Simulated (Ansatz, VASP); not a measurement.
In in VASP and in Ansatz

```xyz
1
Lattice="-1.8629 1.8629 1.8629 1.8629 -1.8629 1.8629 1.8629 1.8629 -1.8629" Properties=species:S:1:pos:R:3 pbc="T T T"
In    0.0000    0.0000    0.0000
```

Alike in both runs: task single point; functional LDA; k mesh 14 × 14 × 14; occupations fermi-dirac, width 0.1 eV; no spin polarisation.

```csv
,VASP,Ansatz
version,VASP 6.6.1,Ansatz 0.2.0
potentials or method,"VASP PAW LDA potentials, release 64 (In_d), cutoff 520 eV","plane waves (420 eV) with PAW, scalar-relativistic"
valence electrons in the cell,13,13
```

```csv
,VASP,Ansatz,Ansatz less VASP
pressure (GPa),-1.8,-1.8,0.00
```

Ansatz warns that its potentials were made for another functional, while VASP's fit it. LDA's correlation is that of Perdew and Zunger in VASP and of Perdew and Wang (1992) in Ansatz.
